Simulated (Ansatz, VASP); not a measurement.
LiCl in VASP and in Ansatz

```
Li Cl
1.0
     0.00000    2.70153    2.70153
     2.70153    0.00000    2.70153
     2.70153    2.70153    0.00000
Li Cl
1 1
Direct
  0.00000 0.00000 0.00000
  0.25000 0.25000 0.25000
```

Alike in both runs: task single point; functional PBE; k mesh 8 × 8 × 8; occupations gaussian, width 0.02 eV; no spin polarisation.

|  | VASP | Ansatz |
| --- | --- | --- |
| version | VASP 6.6.1 | Ansatz 0.2.0 |
| potentials or method | VASP PAW PBE potentials, release 64 (Li_sv, Cl), cutoff 520 eV | scalar-relativistic, plane waves, PAW |
| valence electrons in the cell | 10 | 10 |

Ansatz gave:

```
gap on the k mesh at the Fermi level (eV) : 6.17
least direct gap on the mesh (eV)         : 6.17
```

What did VASP give for the same quantities?

gap on the k mesh at the Fermi level (eV): 6.18; least direct gap on the mesh (eV): 6.18.

Noted on VASP's run: the cutoff is short for stress, so the pressure is rough.
